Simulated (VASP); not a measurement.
## SiC16: single point with PBE+D3(BJ)

SiC16, a slab with vacuum:

```
C Si
1.0
     4.92987    0.00000    0.00000
     0.00000    4.42243    0.00000
     0.00000    0.00000   22.69375
C Si
16 1
Direct
  0.25000 0.41553 0.17626
  0.75000 0.41553 0.17626
  0.00000 0.51956 0.20018
  0.50000 0.51956 0.20018
  0.00000 0.72722 0.24809
  0.50000 0.72722 0.24809
  0.25000 0.83125 0.27201
  0.75000 0.83125 0.27201
  0.25000 0.04421 0.31987
  0.75000 0.04421 0.31987
  0.00000 0.15008 0.34260
  0.50000 0.15008 0.34260
  0.00000 0.37798 0.39006
  0.50000 0.37798 0.39006
  0.25000 0.47642 0.40953
  0.75000 0.47642 0.40953
  0.50000 0.22642 0.55935
```

| Item | Value |
| --- | --- |
| Program | VASP 6.6.1 |
| Task | single point |
| Functional | PBE |
| Dispersion | D3(BJ) |
| Potentials or basis | VASP PAW PBE potentials, release 64 (C, Si) |
| Cutoff | 520 eV |
| k mesh | 6 × 6 × 1 |
| Occupations | gaussian, width 0.05 eV |
| Spin | collinear spin |
| Starting moments | [0.0, 0.0, 0.0, 0.0, 0.0, 0.0, 0.0, 0.0, 0.0, 0.0, 0.0, 0.0, 0.0, 0.0, 0.0, 0.0, 2.0] μB |
| Dipole correction | yes |
| Further INCAR settings | LREAL = Auto; ALGO = Normal; EDIFF = 1e-07; NBANDS = 52 |

The largest force is 3.354 eV/Å and the net moment is -0.67 μB per cell. The site moments are C -0.64, +0.02, -0.09, -0.02, +0.04, +0.00, -0.00, +0.03 (each value once); Si +0.46 μB, the valence electrons inside the program's atomic spheres are C 2.44, 2.63, 2.64, 2.65, 2.61, 2.67, 2.52 (each value once); Si 1.47 and the dispersion energy per atom is -0.120 eV.

Forces in eV/Å, atoms in the order of the input:
```
C   -0.005  1.653  1.970
C    0.005  1.653  1.970
C    0.000 -2.156 -2.567
C    0.000 -2.156 -2.569
C    0.000  0.689  0.871
C    0.000  0.686  0.864
C   -0.003 -0.170 -0.216
C    0.003 -0.170 -0.216
C   -0.024 -0.083 -0.098
C    0.024 -0.083 -0.098
C    0.000  0.135  0.018
C    0.000  0.262  0.011
C    0.000 -0.385 -0.392
C    0.000 -0.349 -0.452
C    0.020  0.123  0.753
C   -0.020  0.123  0.753
Si   0.000  0.228 -0.605
```

Levels at points of the mesh, in eV from the Fermi level:
Spin up:
| k point | band 31 | band 32 | band 33 | band 34 | band 35 | band 36 |
| --- | --- | --- | --- | --- | --- | --- |
| (0.00, 0.00, 0.00) | -0.62 | -0.59 | 0.14 | 0.22 | 0.37 | 0.49 |
| (0.50, 0.00, 0.00) | -1.99 | -0.88 | -0.54 | -0.08 | 0.23 | 0.47 |
| (0.00, 0.50, 0.00) | -1.00 | -0.58 | -0.15 | 0.21 | 0.27 | 0.38 |
| (0.50, 0.50, 0.00) | -1.14 | -0.82 | -0.47 | -0.16 | -0.08 | 0.28 |
Spin down:
```tsv
k point	band 32	band 33	band 34	band 35	band 36	band 37
(0.00, 0.00, 0.00)	-1.84	-0.48	-0.43	0.05	0.60	1.21
(0.50, 0.00, 0.00)	-2.25	-2.24	-0.14	-0.14	0.65	1.35
(0.00, 0.50, 0.00)	-1.89	-0.55	-0.41	-0.12	0.53	0.54
(0.50, 0.50, 0.00)	-1.36	-1.35	-0.15	0.01	0.48	1.01
```

Run time: 78 min on 1 thread of Oxide Virtual Turin-like Processor (shared host), peak memory 1.1 GiB.
